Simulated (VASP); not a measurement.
Input of a VASP 6.6.1 run:

INCAR

```
ALGO     = Normal         # electronic algorithm
EDIFF    = 1E-6           # SCF threshold, eV
ENCUT    = 600            # plane-wave cutoff, eV
GGA      = RP             # functional
GGA_COMPAT= False        
ISIF     = 2              # what is computed and relaxed
ISMEAR   = 0              # smearing method
LASPH    = True           # aspherical terms in the spheres
LCHARG   = False          # write CHGCAR
LREAL    = False          # projectors in reciprocal space
LWAVE    = False          # write WAVECAR
NBANDS   = 11             # bands
NELM     = 120            # most SCF steps
PREC     = Accurate       # precision mode
SIGMA    = 0.05           # smearing width, eV
```

Contents of KPOINTS:

```
k-points
0
Gamma
  10 10 10
```

File POSCAR:

```
AlN
1.0
    0.0000000000      2.1839935596      2.1839935596
    2.1839935596      0.0000000000      2.1839935596
    2.1839935596      2.1839935596      0.0000000000
Al N
1 1
Direct
    0.0343407606     -0.0343407606     -0.1030222818
    0.7500000000      0.7500000000      0.7500000000
```

Potentials or basis: VASP PAW PBE potentials, release 64 (Al, N).

Run with:

```sh
$ cat potpaw_PBE.64/Al/POTCAR potpaw_PBE.64/N/POTCAR > POTCAR
$ mpirun -np 1 vasp_std > vasp.out
```

Task: Predict the largest force.

Result: 6.222 eV/Å.

Task: Estimate the band gap on the k mesh.

Result: 2.56 eV (least direct gap 3.27 eV).

Task: Estimate the pressure.

Result: 22.3 GPa.

Stress tensor (GPa, compression positive):
```
10.83 12.56 15.39
12.56 24.46 27.27
15.39 27.27 31.52
```

Caveat: the cell stands under pressure; the PAW data sets were made with another functional, which shifts forces and pressure a little. A k mesh can miss the band edges.
